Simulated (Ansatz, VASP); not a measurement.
# CdH6 in VASP and in Ansatz

```
CELL_PARAMETERS angstrom
4.15864 0.00000 0.00000
0.00000 4.15864 0.00000
0.00000 0.00000 4.15864
ATOMIC_POSITIONS crystal
Cd 0.00000 0.00000 0.00000
H 0.20700 0.50000 0.50000
H 0.50000 0.20700 0.50000
H 0.79300 0.50000 0.50000
H 0.50000 0.79300 0.50000
H 0.50000 0.50000 0.20700
H 0.50000 0.50000 0.79300
```

Change from the starting cell: species swapped into the YbB6 type (Pm-3m, No. 221).

Alike in both runs: task relaxation of cell and atoms; functional PBE; k mesh 4 × 4 × 4; occupations gaussian, width 0.1 eV; no spin polarisation.

|  | VASP | Ansatz |
| --- | --- | --- |
| version | VASP 6.6.1 | Ansatz 0.2.0 |
| potentials or method | VASP PAW PBE potentials, release 64 (Cd, H), cutoff 600 eV | scalar-relativistic, plane waves, PAW |
| valence electrons in the cell | 18 | 26 |

VASP gave:

| Quantity | Value |
| --- | --- |
| gap on the k mesh at the Fermi level, each at its own relaxed structure (eV) | 3.03 |
| relaxed volume (Å³/atom) | 18.77 |
| relaxed length of the cell vector where the two differ most in proportion (Å) | 5.084 |

Problem. Which values does Ansatz return?

Solution. gap on the k mesh at the Fermi level, each at its own relaxed structure (eV): 3.37; relaxed volume (Å³/atom): 21.55; relaxed length of the cell vector where the two differ most in proportion (Å): 5.324.

One of these differences is far larger than is usual between the two programs; its cause wasn't traced. VASP's potentials hold 18 valence electrons a cell and Ansatz's 26, so a difference there can come from the potentials and not from the codes.

Noted on VASP's run: the volume moved by over 15 % at a fixed basis, so the end points are rough.
